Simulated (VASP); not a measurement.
# LiH8ClO4 in VASP: notebook

Runs on LiH8ClO4. Level: r2SCAN+D3(BJ). Tasks: single point.

Everything below comes from runs of VASP 6.6.1. Logs are shortened: lines on timing, memory, paths and dates and some standing lists are left out, and cuts for length are marked.

### Step 1. The cell of the first run

The cell holds a disordered packing, 14 atoms: a = 5.285 Å, b = 5.285 Å, c = 5.285 Å, α = 90.00°, β = 90.00°, γ = 90.00°.

### Step 2. Single point, r2SCAN+D3(BJ)

POSCAR

```
LiH8ClO4
1.0
    5.2848030000      0.0000000000      0.0000000000
    0.0000000000      5.2848030000      0.0000000000
    0.0000000000      0.0000000000      5.2848030000
O H Li Cl
4 8 1 1
Direct
    0.6946900386      0.3872613605      0.8602591241
   -0.0135293596      1.0494241696      0.4777472311
    0.5516005043     -0.0385066388      0.1554267964
    1.0425932622      0.7971158055      0.9557404505
    0.5905612754      0.4498180916      0.7219758239
    0.8462567100      0.3200876173      0.7865193840
    0.1049234948      1.1941977780      0.4677941638
    0.0658681128      0.9213777694      0.3843851890
    0.5749315537      0.1120950015      0.0589236723
    0.6444705697      0.0040304246      0.3064636468
    1.0544196255      0.8372686740      0.7793478773
    0.8824548427      0.8649518251      1.0007373974
    0.3495116090      0.6629953851      0.0793596280
    0.3275429567      0.5826328815      0.4981642646
```

INCAR.step1

```
  ALGO = Normal
  EDIFF = 1E-5
  ENCUT = 1100
  GGA = PE
  GGA_COMPAT = False
  ISMEAR = -1
  LASPH = True
  LCHARG = False
  LREAL = False
  LWAVE = True
  NBANDS = 34
  NELM = 120
  PREC = Accurate
  SIGMA = 0.02
```

INCAR.step2

```
  ALGO = Normal
  EDIFF = 1E-6
  ENCUT = 1100
  GGA_COMPAT = False
  ISIF = 2
  ISMEAR = -1
  ISTART = 1
  IVDW = 12
  LASPH = True
  LCHARG = False
  LMIXTAU = True
  LREAL = False
  LWAVE = False
  METAGGA = R2SCAN
  NBANDS = 34
  NELM = 120
  PREC = Accurate
  SIGMA = 0.02
  VDW_A1 = 0.49484001
  VDW_A2 = 5.73083694
  VDW_S6 = 1.0
  VDW_S8 = 0.78981345
```

KPOINTS

```
k-points
0
Gamma
  1 1 1
```

Potentials or basis: VASP PAW PBE potentials, release 64 (O_h, H_h, Li_sv, Cl).

Run with:

```sh
$ cat potpaw_PBE.64/O_h/POTCAR potpaw_PBE.64/H_h/POTCAR potpaw_PBE.64/Li_sv/POTCAR potpaw_PBE.64/Cl/POTCAR > POTCAR
$ cp INCAR.step1 INCAR
$ mpirun -np 1 vasp_gam > vasp.out
$ cp INCAR.step2 INCAR
$ mpirun -np 1 vasp_gam > vasp.out
```

OUTCAR:

```text
EDIFF = 1E-6
   ENCUT = 1100
   ISIF = 2
   ISMEAR = -1
   ISTART = 1
   IVDW = 12
   LASPH = True
   LREAL = False
   METAGGA = R2SCAN
   NELM = 120
   PREC = Accurate
 IVDW          = 12

 ion  position               nearest neighbor table
   1  0.695  0.387  0.860-   6 0.96   5 0.97
   2  0.986  0.049  0.478-   8 0.94   7 0.99
   3  0.552  0.961  0.155-   9 0.95  10 0.96  13 1.95
   4  0.043  0.797  0.956-  12 0.95  11 0.96  13 1.89
   5  0.591  0.450  0.722-   1 0.97
   6  0.846  0.320  0.787-   1 0.96
   7  0.105  0.194  0.468-   2 0.99
   8  0.066  0.921  0.384-   2 0.94
   9  0.575  0.112  0.059-   3 0.95
  10  0.644  0.004  0.306-   3 0.96
  11  0.054  0.837  0.779-   4 0.96
  12  0.882  0.865  0.001-   4 0.95
  13  0.350  0.663  0.079-   4 1.89   3 1.95  14 2.26
  14  0.328  0.583  0.498-  13 2.26

  LATTYP: Found a simple cubic cell.
 ALAT       =     5.2848030000

  Lattice vectors:

 A1 = (   5.2848030000,   0.0000000000,   0.0000000000)
 A2 = (   0.0000000000,   5.2848030000,   0.0000000000)
 A3 = (   0.0000000000,   0.0000000000,   5.2848030000)

Analysis of symmetry for initial positions (statically):
=====================================================================
 Subroutine PRICEL returns:
 Original cell was already a primitive cell.

 Routine SETGRP: Setting up the symmetry group for a
 simple cubic supercell.

 Subroutine GETGRP returns: Found  1 space group operations
 (whereof  1 operations were pure point group operations)
 out of a pool of 48 trial point group operations.

The static configuration has the point symmetry C_1 .

Analysis of symmetry for dynamics (positions and initial velocities):
=====================================================================
 Subroutine PRICEL returns:
 Original cell was already a primitive cell.

 Routine SETGRP: Setting up the symmetry group for a
 simple cubic supercell.

 Subroutine GETGRP returns: Found  1 space group operations
 (whereof  1 operations were pure point group operations)
 out of a pool of 48 trial point group operations.

The dynamic configuration has the point symmetry C_1 .

 Subroutine INISYM returns: Found  1 space group operations
 (whereof  1 operations are pure point group operations),
 and found     1 'primitive' translations

----------------------------------------------------------------------------------------

                                     Primitive cell

  volume of cell :     147.6000

  direct lattice vectors                    reciprocal lattice vectors
     5.284803000  0.000000000  0.000000000     0.189221812  0.000000000  0.000000000
     0.000000000  5.284803000  0.000000000     0.000000000  0.189221812  0.000000000
     0.000000000  0.000000000  5.284803000     0.000000000  0.000000000  0.189221812

  length of vectors
     5.284803000  5.284803000  5.284803000     0.189221812  0.189221812  0.189221812

  position of ions in fractional coordinates (direct lattice)
     0.694690039  0.387261360  0.860259124
     0.986470640  0.049424170  0.477747231
     0.551600504  0.961493361  0.155426796
     0.042593262  0.797115805  0.955740451
     0.590561275  0.449818092  0.721975824
     0.846256710  0.320087617  0.786519384
     0.104923495  0.194197778  0.467794164
     0.065868113  0.921377769  0.384385189
     0.574931554  0.112095002  0.058923672
     0.644470570  0.004030425  0.306463647
     0.054419626  0.837268674  0.779347877
     0.882454843  0.864951825  0.000737397
     0.349511609  0.662995385  0.079359628
     0.327542957  0.582632881  0.498164265

  ion indices of the primitive-cell ions
   primitive index   ion index
                 1           1
                 2           2
                 3           3
                 4           4
                 5           5
                 6           6
                 7           7
                 8           8
                 9           9
                10          10
                11          11
                12          12
                13          13
                14          14

----------------------------------------------------------------------------------------

 KPOINTS: k-points

Automatic generation of k-mesh.
 Grid dimensions read from file:
 generate k-points for:    1    1    1

 Generating k-lattice:

  Cartesian coordinates                     Fractional coordinates (reciprocal lattice)
     0.189221812  0.000000000  0.000000000     1.000000000  0.000000000  0.000000000
     0.000000000  0.189221812  0.000000000     0.000000000  1.000000000  0.000000000
     0.000000000  0.000000000  0.189221812     0.000000000  0.000000000  1.000000000

  Length of vectors
     0.189221812  0.189221812  0.189221812

  Shift w.r.t. Gamma in fractional coordinates (k-lattice)
     0.000000000  0.000000000  0.000000000

 Subroutine IBZKPT returns following result:
 ===========================================

 Found      1 irreducible k-points:

 Following reciprocal coordinates:
            Coordinates               Weight
  0.000000  0.000000  0.000000      1.000000
   k-points           NKPTS =      1   k-points in BZ     NKDIM =      1   number of bands    NBANDS=     34
   number of dos      NEDOS =    301   number of ions     NIONS =     14
   total plane-waves  NPLWV = 216000
   dimension x,y,z NGX =    60 NGY =   60 NGZ =   60
   dimension x,y,z NGXF=   120 NGYF=  120 NGZF=  120
   ions per type =               4   8   1   1
   NGX,Y,Z   is equivalent  to a cutoff of  18.87, 18.87, 18.87 a.u.
   NGXF,Y,Z  is equivalent  to a cutoff of  37.75, 37.75, 37.75 a.u.
 SYSTEM =  unknown system
   PREC   = accura    normal or accurate (medium, high low for compatibility)
   ISTART =      1    job   : 0-new  1-cont  2-samecut
   ICHARG =      0    charge: 1-file 2-atom 10-const
   ISPIN  =      1    spin polarized calculation?
   LNONCOLLINEAR =      F non collinear calculations
   LSORBIT =      F    spin-orbit coupling
   LASPH  =      T    aspherical Exc in radial PAW
   ENCUT  = 1100.0 eV  80.85 Ry    8.99 a.u.  14.29 14.29 14.29*2*pi/ulx,y,z
   NELM   =    120;   NELMIN=  2; NELMDL=  0     # of ELM steps
   EDIFF  = 0.1E-05   stopping-criterion for ELM
   LREAL  =      F    real-space projection
   EDIFFG = 0.1E-04   stopping-criterion for IOM
   NSW    =      0    number of steps for IOM
   IBRION =     -1    ionic relax: 0-MD 1-quasi-New 2-CG
   NFREE  =      0    steps in history (QN), initial steepest desc. (CG)
   ISIF   =      2    stress and relaxation
   ISYM   =      2    0-nonsym 1-usesym 2-fastsym
   POTIM  = 0.5000    time-step for ionic-motion
   TEBEG  =    0.0;   TEEND  =   0.0 temperature during run
   PSTRESS=    0.0 pullay stress
   NELECT =      42.0000    total number of electrons
   NUPDOWN=      -1.0000    fix difference up-down
   EMIN   =  10.00;   EMAX   =-10.00  energy-range for DOS
   EFERMI =   0.00;   METHOD = LEGACY
   ISMEAR =    -1;   SIGMA  =   0.02  broadening in eV -4-tet -1-fermi 0-gaus
   EFERMI_NEDOS =   21; number of points for ismear=-14 and -15
   IALGO  =     38    algorithm
   IMIX   =      4    mixing-type and parameters
     AMIX     =   0.40;   BMIX     =  1.00
     AMIX_MAG =   1.60;   BMIX_MAG =  1.00
  volume/ion in A,a.u.               =      10.54        71.15
  Fermi-wavevector in a.u.,A,eV,Ry     =   1.076785  2.034829 15.775501  1.159467
  Thomas-Fermi vector in A             =   2.212679
   LORBIT       =      0    0 simple, 1 ext, 2 COOP (PROOUT), +10 PAW based schemes
   METAGGA = R2SCAN    functional components
   LHFCALC =     F    Hartree Fock is set to
   AEXX    =    0.0000 exact exchange contribution
   IVDW    =    12    specifies the selected vdW correction
   LEPSILON=     F    determine dielectric tensor
   LRPA    =     F    only Hartree local field effects (RPA)
 non-spin polarized calculation
  energy-cutoff  :     1100.00
  volume of cell :      147.60
 maximum number of plane-waves:      6099
 NGX is ok and might be reduce to    60
   NGX = 29   NGY = 29   NGZ = 29

 number of electron      42.0000000 magnetization

 Free energy of the ion-electron system (eV)
  ---------------------------------------------------
  ext. energy  EPLUGINS =         0.00000000
  ---------------------------------------------------
  free energy    TOTEN  =       -75.46766439 eV

  energy without entropy =      -75.46766439  energy(sigma->0) =      -75.46766439

 E-fermi :  -2.1560     XC(G=0):  -7.7025

 val. band max:       -2.7374579156   @ k =   0.0000   0.0000   0.0000
 cond. band min:       2.8205606217   @ k =   0.0000   0.0000   0.0000
 fundamental gap:      5.5580185373
 Fermi energy:        -2.1559980313

 k-point     1 :       0.0000    0.0000    0.0000
  band No.  band energies     occupation
      1     -46.8140      2.00000
      2     -23.1222      2.00000
      3     -22.6799      2.00000
      4     -22.4480      2.00000
      5     -22.2866      2.00000
      6     -15.3784      2.00000
[... 25 lines left out ...]
     32      10.0954      0.00000
     33      10.5418      0.00000
 [bands above 33 left out]

------------------------ aborting loop because EDIFF is reached ----------------------------------------

 Edisp (eV)   -0.37909

 E8    (eV) :    -0.0713

  FORCE on cell =-STRESS in cart. coord.  units (eV):
  Direction    XX          YY          ZZ          XY          YZ          ZX
  --------------------------------------------------------------------------------------
  -------------------------------------------------------------------------------------
  Total       2.14629     1.96935     2.72554    -1.55551    -0.65869    -0.39240
  in kB      23.29767    21.37706    29.58535   -16.88479    -7.15000    -4.25949
  external pressure =       24.75 kB  Pullay stress =        0.00 kB

 VOLUME and BASIS-vectors are now :
 -----------------------------------------------------------------------------
  energy-cutoff  :     1100.00
  volume of cell :      147.60
      direct lattice vectors                 reciprocal lattice vectors
     5.284803000  0.000000000  0.000000000     0.189221812  0.000000000  0.000000000
     0.000000000  5.284803000  0.000000000     0.000000000  0.189221812  0.000000000
     0.000000000  0.000000000  5.284803000     0.000000000  0.000000000  0.189221812

 POSITION                                       TOTAL-FORCE (eV/Angst)
 -----------------------------------------------------------------------------------
      3.67130      2.04660      4.54630        -0.324719     -0.361611      0.822430
      5.21330      0.26120      2.52480        -0.436129      2.204196      0.842782
      2.91510      5.08130      0.82140         0.122393     -0.343940      0.196989
      0.22510      4.21260      5.05090         0.849091     -0.214965      0.077642
      3.12100      2.37720      3.81550        -0.009326     -0.084342     -0.466454
      4.47230      1.69160      4.15660         0.116569      0.085612     -0.105266
      0.55450      1.02630      2.47220        -0.486153     -0.475697     -0.021951
      0.34810      4.86930      2.03140         0.898945     -1.253899     -0.791674
      3.03840      0.59240      0.31140        -0.036366      1.026369     -1.000456
      3.40590      0.02130      1.61960         0.191826     -0.272474      0.495735
      0.28760      4.42480      4.11870         0.195733      0.069080     -0.608427
      4.66360      4.57110      0.00390        -0.980918     -0.008402      0.585295
      1.84710      3.50380      0.41940         0.215840      0.063272     -0.090137
      1.73100      3.07910      2.63270        -0.316786     -0.433198      0.063493
 -----------------------------------------------------------------------------------
    total drift:                               -0.001614      0.004754     -0.016361

  FREE ENERGIE OF THE ION-ELECTRON SYSTEM (eV)
  ---------------------------------------------------
  free  energy   TOTEN  =       -75.8467537108 eV

  energy  without entropy=      -75.8467537108  energy(sigma->0) =      -75.84675371
```

Run time: 2.2 min. Hardware: 1 thread of Intel Xeon Platinum 8375C at 2.90GHz (Ice Lake), shared host; peak memory 0.54 GiB.

What came out:

| Quantity | Value |
| --- | --- |
| Free energy | -75.8468 eV |
| Pressure | 2.5 GPa |
| Largest force | 2.400 eV/Å |
| Dispersion energy per atom | -0.027 eV |

Forces in eV/Å, atoms in the order of the input:
```
O   -0.325 -0.362  0.822
O   -0.436  2.204  0.843
O    0.122 -0.344  0.197
O    0.849 -0.215  0.078
H   -0.009 -0.084 -0.466
H    0.117  0.086 -0.105
H   -0.486 -0.476 -0.022
H    0.899 -1.254 -0.792
H   -0.036  1.026 -1.000
H    0.192 -0.272  0.496
H    0.196  0.069 -0.608
H   -0.981 -0.008  0.585
Li   0.216  0.063 -0.090
Cl  -0.317 -0.433  0.063
```

Levels at points of the mesh, in eV from the Fermi level:
| k point | band 17 | band 18 | band 19 | band 20 | band 21 | band 22 | band 23 | band 24 | band 25 | band 26 |
| --- | --- | --- | --- | --- | --- | --- | --- | --- | --- | --- |
| (0.00, 0.00, 0.00) | -1.55 | -1.04 | -0.92 | -0.68 | -0.58 | 4.98 | 8.25 | 8.62 | 9.66 | 10.02 |

Caveat: the k points lie up to 1.19 Å⁻¹ apart, too coarse for converged energies, forces and pressures; the atoms stand as in a frame of molecular dynamics; the PAW data sets were made with another functional, which shifts forces and pressure a little.

### Step 3. Single point, r2SCAN+D3(BJ)

POSCAR

```
LiH8ClO4
1.0
    5.2848030000      0.0000000000      0.0000000000
    0.0000000000      5.2848030000      0.0000000000
    0.0000000000      0.0000000000      5.2848030000
O H Li Cl
4 8 1 1
Direct
    0.6173550840      0.4828751422      0.8837226288
   -0.0064335416      1.0335295374      0.5490270877
    0.6176578389     -0.0053171329      0.1628064471
    1.0690464716      0.7314936810      0.9535643997
    0.5900503765      0.4581816957      0.6980960312
    0.7998405995      0.4884571856      0.9116517683
    0.0590750497      1.2072730053      0.5497461306
    0.1113948808      0.9598276416      0.4375565182
    0.6346499576      0.1678586695      0.1094080517
    0.6874617654     -0.0016273076      0.3327844009
    1.0511839325      0.8423776629      0.8107019316
    0.9276977779      0.7903227424      1.0541736371
    0.4157770876      0.7250033729      0.0614214002
    0.3017520237      0.5432179780      0.4452389238
```

INCAR.step1

```
SYSTEM = LiH8ClO4
PREC     = Accurate       ! precision mode
ENCUT    = 1100           ! plane-wave cutoff, eV
ISMEAR   = -1             ! smearing method
SIGMA    = 0.02           ! smearing width, eV
LREAL    = .False.        ! projectors in reciprocal space
LASPH    = .True.         ! aspherical terms in the spheres
NELM     = 120            ! most SCF steps
NBANDS   = 34             ! bands
GGA      = PE             ! functional
ALGO     = Normal         ! electronic algorithm
EDIFF    = 1E-5           ! SCF threshold, eV
LWAVE    = .True.         ! write WAVECAR
LCHARG   = .False.        ! write CHGCAR
GGA_COMPAT= .False.
```

INCAR.step2

```
SYSTEM = LiH8ClO4
PREC     = Accurate       ! precision mode
ENCUT    = 1100           ! plane-wave cutoff, eV
EDIFF    = 1E-6           ! SCF threshold, eV
ISMEAR   = -1             ! smearing method
SIGMA    = 0.02           ! smearing width, eV
LREAL    = .False.        ! projectors in reciprocal space
LASPH    = .True.         ! aspherical terms in the spheres
NELM     = 120            ! most SCF steps
ALGO     = Normal         ! electronic algorithm
ISIF     = 2              ! what is computed and relaxed
LWAVE    = .False.        ! write WAVECAR
LCHARG   = .False.        ! write CHGCAR
METAGGA  = R2SCAN         ! meta-GGA
LMIXTAU  = .True.       
IVDW     = 12             ! dispersion correction
VDW_S6   = 1.0          
VDW_S8   = 0.78981345   
VDW_A1   = 0.49484001   
VDW_A2   = 5.73083694   
NBANDS   = 34             ! bands
ISTART   = 1            
GGA_COMPAT= .False.
```

KPOINTS

```
Automatic mesh
0
Gamma
  1 1 1
  0 0 0
```

Potentials or basis: VASP PAW PBE potentials, release 64 (O_h, H_h, Li_sv, Cl).

Run with:

```sh
$ cat potpaw_PBE.64/O_h/POTCAR potpaw_PBE.64/H_h/POTCAR potpaw_PBE.64/Li_sv/POTCAR potpaw_PBE.64/Cl/POTCAR > POTCAR
$ cp INCAR.step1 INCAR
$ mpirun -np 1 vasp_gam > vasp.out
$ cp INCAR.step2 INCAR
$ mpirun -np 1 vasp_gam > vasp.out
```

Run time: 78 s. Hardware: 1 thread of Intel Xeon Platinum 8488C (Sapphire Rapids), shared host; peak memory 0.54 GiB.

The run converged. Its results:

```
Free energy                : -76.1141 eV
Pressure                   : 2.0 GPa
Largest force              : 1.803 eV/Å
Dispersion energy per atom : -0.027 eV
```

Forces on the atoms (eV/Å):
```
O    0.649 -0.744 -0.386
O   -0.790  1.377  0.669
O    0.329 -0.044  0.485
O   -0.093 -0.109  0.763
H   -0.297  0.307  0.901
H   -0.164  0.227 -0.382
H   -0.172  0.145  0.144
H    0.989 -1.244 -0.851
H   -0.352  0.420 -0.508
H    0.088 -0.103  0.131
H   -0.006  0.359 -1.175
H    0.096  0.108  0.385
Li  -0.432 -0.484  0.050
Cl   0.154 -0.215 -0.224
```

Stress tensor (GPa, compression positive):
```
 1.43 -0.74  0.20
-0.74  1.62  0.06
 0.20  0.06  2.94
```

Levels at points of the mesh, in eV from the Fermi level:
```tsv
k point	band 18	band 19	band 20	band 21	band 22	band 23	band 24	band 25
(0.00, 0.00, 0.00)	-2.05	-0.93	-0.77	-0.52	4.34	7.41	8.12	9.18
```

Caveat: the k points lie up to 1.19 Å⁻¹ apart, too coarse for converged energies, forces and pressures; the atoms stand as in a frame of molecular dynamics; the PAW data sets were made with another functional, which shifts forces and pressure a little.
